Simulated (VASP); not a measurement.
**BaZrO3: single point with r2SCAN+D4**

The system is BaZrO3.

```
Ba Zr O
1.0
    -2.97696    2.97696    4.21394
     2.97696   -2.97696    4.21394
     2.97696    2.97696   -4.21394
Ba Zr O
2 2 6
Direct
  0.75000 0.25000 0.50000
  0.25000 0.75000 0.50000
  0.00000 0.00000 0.00000
  0.50000 0.50000 0.00000
  0.75000 0.75000 0.00000
  0.25000 0.25000 0.00000
  0.23937 0.73937 0.97874
  0.26063 0.23937 0.50000
  0.73937 0.76063 0.50000
  0.76063 0.26063 0.02126
```

```
Program             : VASP 6.6.1
Task                : single point
Functional          : r2SCAN
Dispersion          : D4
Potentials or basis : VASP PAW PBE potentials, release 64 (Ba_sv, Zr_sv, O)
Cutoff              : 660 eV
k mesh              : 3 × 3 × 3
Occupations         : gaussian, width 0.01 eV
Spin                : no spin polarisation
```

| Property | Result |
| --- | --- |
| Pressure | -0.8 GPa |
| Largest force | 0.017 eV/Å |
| Band gap on the k mesh | 3.68 eV |
| Dispersion energy per atom | -0.072 eV |

Forces on the atoms (eV/Å):
```
Ba   0.000  0.000  0.000
Ba   0.000  0.000  0.000
Zr   0.000  0.000  0.000
Zr   0.000  0.000  0.000
O    0.000  0.000  0.000
O    0.000  0.000  0.000
O    0.012  0.012  0.000
O    0.012 -0.012  0.000
O   -0.012  0.012  0.000
O   -0.012 -0.012  0.000
```

Levels at points of the mesh, in eV from the valence-band top:
```tsv
k point	band 37	band 38	band 39	band 40	band 41	band 42	band 43	band 44
(0.00, 0.00, 0.00)	-0.25	-0.02	0.00	0.00	3.68	3.68	3.70	5.17
```

It took 5 min on 1 thread of AMD EPYC 7R13 Processor (Zen 3), with other jobs on the host, peak memory 0.38 GiB.

Caveat: the k points lie up to 0.43 Å⁻¹ apart; the PAW data sets were made with another functional, which shifts forces and pressure a little; spin-orbit coupling is left out, which moves the levels of the heavy elements. A k mesh can miss the band edges.
